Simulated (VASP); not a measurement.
Input of a VASP 6.6.1 run:

File INCAR:

```
SYSTEM = Ni3Ge
  ALGO = Fast
  EDIFF = 1E-7
  ENCUT = 520
  GGA = PS
  ISIF = 2
  ISMEAR = 0
  LASPH = .True.
  LCHARG = .True.
  LELF = .True.
  LREAL = .False.
  LVHAR = .True.
  LWAVE = .False.
  NBANDS = 30
  NELM = 60
  PREC = Accurate
  SIGMA = 0.15
```

The input KPOINTS:

```
k-points
0
Gamma
  14 14 14
  0 0 0
```

The input POSCAR:

```
Ni3Ge
1.0
    3.5601634200      0.0000000000      0.0000000000
    0.0000000000      3.5249142772      0.0000000000
    0.0000000000      0.0000000000      3.5249142772
Ni Ge
3 1
Direct
    0.5000000000      0.0000000000      0.5000000000
    0.0000000000      0.5000000000      0.5000000000
    0.5000000000      0.5000000000      0.0000000000
    0.0000000000      0.0000000000      0.0000000000
```

Potentials or basis: VASP PAW PBE potentials, release 64 (Ni, Ge_d).

Run with:

```console
$ cat potpaw_PBE.64/Ni/POTCAR potpaw_PBE.64/Ge_d/POTCAR > POTCAR
$ mpirun -np 1 vasp_std > vasp.out
```

**Question.** Predict the pressure.

**Answer.** -1.9 GPa.

**Question.** Estimate the band gap on the k mesh.

**Answer.** Zero (bands 22 and 23 overlap by 0.25 eV).

Stress tensor (GPa, compression positive):
```
-2.86  0.00  0.00
 0.00 -1.40  0.00
 0.00  0.00 -1.40
```

Caveat: the cell differs from its parent crystal (strain +0.0100 x Voigt [1, 0, 0, 0, 0, 0]); the PAW data sets were made with another functional, which shifts forces and pressure a little. Spin polarisation is off, so any magnetic state and its effect on volume and gap are missing.
